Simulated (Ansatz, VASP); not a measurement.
CaO in VASP and in Ansatz

INCAR

```
SYSTEM = CaO
PREC = Accurate
ENCUT = 520
EDIFF = 1E-6
ISMEAR = 0
SIGMA = 0.01
LREAL = .False.
LASPH = .True.
NELM = 80
ALGO = Normal
ISIF = 2
LWAVE = .False.
LCHARG = .False.
GGA = PE
NBANDS = 24
```

KPOINTS

```
Automatic mesh
0
Gamma
  6 6 4
  0 0 0
```

Contents of POSCAR:

```
CaO
1.0
    4.0427812557      0.0000000000      0.0000000000
   -2.0213906279      3.5011512694      0.0000000000
    0.0000000000      0.0000000000      4.8577348731
Ca O
2 2
Direct
    0.3333333333      0.6666666667     -0.0624994791
    0.6666666667      0.3333333333      0.4375005209
    0.3333333333      0.6666666667      0.4374994791
    0.6666666667      0.3333333333      0.9374994791
```

Input for Ansatz:

```yaml
crystal:
  lattice:
    - [4.0427812557, 0.0, 0.0]
    - [-2.0213906279, 3.5011512694, 0.0]
    - [0.0, 0.0, 4.8577348731]
  atoms:
    - { symbol: Ca, position: [0.3333333333, 0.6666666667, -0.0624994791] }
    - { symbol: Ca, position: [0.6666666667, 0.3333333333, 0.4375005209] }
    - { symbol: O, position: [0.3333333333, 0.6666666667, 0.4374994791] }
    - { symbol: O, position: [0.6666666667, 0.3333333333, 0.9374994791] }
kpoints:
  mp_grid: { grid: [6, 6, 4] }
hamiltonian:
  xc: pbe
scf:
  occupations: { method: fixed }
  n_extra_bands: 5
output:
  forces: true
  stress: true
  eigenvalues: true
```

Alike in both runs: task single point; functional PBE; k mesh 6 × 6 × 4; no spin polarisation.

|  | VASP | Ansatz |
| --- | --- | --- |
| version | VASP 6.6.1 | Ansatz 0.2.0 |
| potentials or method | VASP PAW PBE potentials, release 64 (Ca_sv, O) | plane waves, PAW |
| plane-wave cutoff (eV) | 520 | 420 |
| occupations | gaussian, width 0.01 eV | fixed |
| valence electrons in the cell | 32 | 32 |

|  | VASP | Ansatz | Ansatz less VASP |
| --- | --- | --- | --- |
| gap on the k mesh at the Fermi level (eV) | 3.03 | 3.04 | +0.013 |
| pressure (GPa) | -2.0 | -2.4 | -0.40 |
| traceless stress, the component that is largest in VASP (GPa) | -0.21 | -0.21 | -0.005 |

Ansatz's warnings: structure snapped to symmetry.
